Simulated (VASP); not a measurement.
## Si: single point with LDA

The system is Si, a slab with vacuum.

```xyz
2
Lattice="3.5850 0.0000 0.0000 -1.7925 3.1047 0.0000 0.0000 0.0000 28.0000" Properties=species:S:1:pos:R:3 pbc="T T T"
Si    0.0000    2.0698   14.2145
Si    1.7925    1.0349   13.7855
```

```
Program             : VASP 6.6.1
Task                : single point
Functional          : LDA
Potentials or basis : VASP PAW LDA potentials, release 64 (Si)
Cutoff              : 520 eV
k mesh              : 15 × 15 × 1
Occupations         : gaussian, width 0.1 eV
Spin                : no spin polarisation
```

* Largest force: 0.862 eV/Å
* Band gap on the k mesh: zero (filled and empty bands touch)

Forces in eV/Å, atoms in the order of the input:
```
Si   0.000  0.000  0.862
Si   0.000  0.000 -0.862
```

Levels at points of the mesh, in eV from the Fermi level:
```tsv
k point	band 1	band 2	band 3	band 4	band 5	band 6	band 7	band 8
(0.00, 0.00, 0.00)	-12.03	-3.80	-0.95	-0.95	2.28	3.32	3.32	3.98
```

It took 72 s on 1 thread of Intel(R) Xeon(R) Platinum 8559C (Emerald Rapids), with other jobs on the host, peak memory 0.33 GiB.
